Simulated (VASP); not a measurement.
The system is Ti.

```
Ti
1.0
     2.93573    0.00000    0.00000
    -1.46787    2.54242    0.00000
     0.00000    0.00000    4.64086
Ti
2
Direct
  0.33333 0.66667 0.25000
  0.66667 0.33333 0.75000
```

* Program: VASP 6.6.1
* Task: relaxation of cell and atoms
* Functional: LDA
* Potentials or basis: VASP PAW LDA potentials, release 64 (Ti_sv)
* Cutoff: 600 eV
* k mesh: 9 × 9 × 4
* Occupations: gaussian, width 0.1 eV
* Spin: no spin polarisation

At the start: pressure -8.3 GPa; volume 17.32 Å³/atom.

Where does the relaxation end?

Over 3 steps the energy falls by 34.1 meV/atom and the volume is 16.09 Å³/atom (-7.1 %); space group P6_3/mmc (No. 194, to 0.1 Å) before and after.

Step by step:
```tsv
step	energy change (eV)	largest force (eV/Å)	pressure (GPa)	volume (Å³)
1	0.0000	0.0000	-8.29	34.64
2	-0.0237	0.0000	8.15	30.34
3	-0.0682	0.0000	-0.07	32.17
```

Final structure:
```
Ti
1.0
     2.86645    0.00000    0.00000
    -1.43323    2.48242    0.00000
     0.00000    0.00000    4.52105
Ti
2
Direct
  0.33333 0.66667 0.25000
  0.66667 0.33333 0.75000
```
